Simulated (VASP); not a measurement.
**Tc12F (a cell with a defect): single point with PBE+D3(BJ)**

Tc12F (a cell with a defect):

```
CELL_PARAMETERS angstrom
5.48000 0.00000 0.00000
-4.11000 7.11873 0.00000
0.00000 0.00000 4.39496
ATOMIC_POSITIONS crystal
Tc 0.96072 0.98545 0.97712
Tc 0.14788 0.23356 0.52996
Tc 0.00227 0.33417 0.00209
Tc 0.17938 0.56358 0.50286
Tc 0.00382 0.66515 0.99389
Tc 0.13929 0.85791 0.51431
Tc 0.51915 0.98913 0.96953
Tc 0.70697 0.23786 0.52219
Tc 0.52776 0.36508 0.98564
Tc 0.66313 0.55781 0.50578
Tc 0.48768 0.65945 0.99682
Tc 0.66487 0.88900 0.49751
F 0.33372 0.11146 0.24985
```

```yaml
Program: VASP 6.6.1
Task: single point
Functional: PBE
Dispersion: D3(BJ)
Potentials_or_basis: VASP PAW PBE potentials, release 64 (Tc_pv, F)
Cutoff: 520 eV
k_mesh: 2 × 2 × 2
Occupations: fermi-dirac, width 0.15 eV
Spin: no spin polarisation
```

```yaml
Pressure: 16.0 GPa
Largest_force: 0.070 eV/Å
Dispersion_energy_per_atom: -0.611 eV
```

Forces in eV/Å, atoms in the order of the input:
```
Tc  -0.049  0.000 -0.040
Tc  -0.045  0.033  0.017
Tc  -0.049  0.007 -0.044
Tc   0.025 -0.001  0.022
Tc   0.009 -0.008 -0.009
Tc   0.014 -0.035  0.015
Tc   0.045  0.000 -0.011
Tc   0.026 -0.021  0.055
Tc  -0.010  0.034 -0.030
Tc  -0.006  0.015  0.011
Tc  -0.020  0.002 -0.022
Tc   0.054 -0.027  0.036
F    0.005  0.002  0.000
```

Stress tensor (GPa, compression positive):
```
20.37  0.35 -0.85
 0.35 15.35  1.60
-0.85  1.60 12.36
```

Levels at points of the mesh, in eV from the Fermi level:
```
           k point  band 80  band 81  band 82  band 83  band 84  band 85
(0.00, 0.00, 0.00)    -0.27    -0.20    -0.06     0.09     0.12     0.88
(0.50, 0.00, 0.00)    -0.19    -0.13    -0.05    -0.03     0.09     0.45
(0.00, 0.50, 0.00)    -0.66    -0.56    -0.36    -0.20     0.04     0.26
(0.50, 0.50, 0.00)    -0.46    -0.32    -0.31    -0.15     0.29     0.39
(0.00, 0.00, 0.50)     0.04     0.28     0.52     0.54     0.59     0.83
(0.50, 0.00, 0.50)    -0.17    -0.15    -0.05     0.04     0.31     0.50
(0.00, 0.50, 0.50)     0.14     0.46     0.54     0.90     1.04     1.17
(0.50, 0.50, 0.50)    -0.46    -0.38    -0.29    -0.21     0.24     0.33
```

Wall time 4.2 min on 1 thread of AMD EPYC 7R43 64-Core Processor (Zen 3) (shared host), peak memory 0.29 GiB.

Caveat: the k points lie up to 0.71 Å⁻¹ apart; an odd number of electrons without spin polarisation forces a metal; a magnetic or distorted state may lie lower.
